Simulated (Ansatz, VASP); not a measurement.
## PtPb in VASP and in Ansatz

File INCAR:

```
SYSTEM = PtPb
PREC = Accurate
ENCUT = 520
EDIFF = 1E-8
ISMEAR = -1
SIGMA = 0.05
LREAL = .False.
LASPH = .True.
NELM = 100
ALGO = Normal
ISIF = 2
LWAVE = .False.
LCHARG = .False.
LEFG = .True.
NBANDS = 32
```

File KPOINTS:

```
Automatic mesh
0
Gamma
  10 10 7
  0 0 0
```

Contents of POSCAR:

```
PtPb
1.0
    4.2781474022      0.0000000000      0.0000000000
   -2.1390737011      3.7049843314      0.0000000000
    0.0000000000      0.0000000000      5.4921335034
Pt Pb
2 2
Direct
    0.3333333333      0.6666666667      0.2500000000
    0.6666666667      0.3333333333      0.7500000000
    0.0000000000      0.0000000000      0.0000000000
    0.0000000000      0.0000000000      0.5000000000
```

Input for Ansatz:

```yaml
crystal:
  lattice:
    - [4.2781474022, 0.0, 0.0]
    - [-2.1390737011, 3.7049843314, 0.0]
    - [0.0, 0.0, 5.4921335034]
  atoms:
    - { symbol: Pt, position: [0.3333333333, 0.6666666667, 0.25] }
    - { symbol: Pt, position: [0.6666666667, 0.3333333333, 0.75] }
    - { symbol: Pb, position: [0.0, 0.0, 0.0] }
    - { symbol: Pb, position: [0.0, 0.0, 0.5] }
kpoints:
  mp_grid: { grid: [10, 10, 7] }
scf:
  occupations: { method: fermi_dirac, width: 0.05 }
hamiltonian:
  xc: lda
  pseudopotentials: { kind: paw }
output:
  forces: true
  stress: true
  eigenvalues: true
  efg: { contact_densities: true }
```

Change from the starting cell: volume scaled by 1.02, PAW files.

Alike in both runs: task electric field gradients; functional LDA; k mesh 10 × 10 × 7; occupations fermi-dirac, width 0.05 eV; no spin polarisation.

|  | VASP | Ansatz |
| --- | --- | --- |
| version | VASP 6.6.1 | Ansatz 0.2.0 |
| potentials or method | VASP PAW LDA potentials, release 64 (Pt, Pb_d) | PAW with Ansatz's default frozen-core files, scalar-relativistic |
| plane-wave cutoff (eV) | 520 | 420 |
| valence electrons in the cell | 48 | 64 |

|  | VASP | Ansatz | Ansatz less VASP |
| --- | --- | --- | --- |
| pressure (GPa) | 4.3 | 4.0 | -0.28 |
| traceless stress, the component that is largest in VASP (GPa) | 16.76 | 16.83 | +0.068 |
| size of Vzz on the site where it differs most (V/Å²) | 12.3 | 79.3 | +66.93 |

LDA's correlation is that of Perdew and Zunger in VASP and of Perdew and Wang (1992) in Ansatz. One of these differences is far larger than is usual between the two programs; its cause wasn't traced. VASP's potentials hold 48 valence electrons a cell and Ansatz's 64, so a difference there can come from the potentials and not from the codes.

Neither program's run includes spin-orbit coupling.
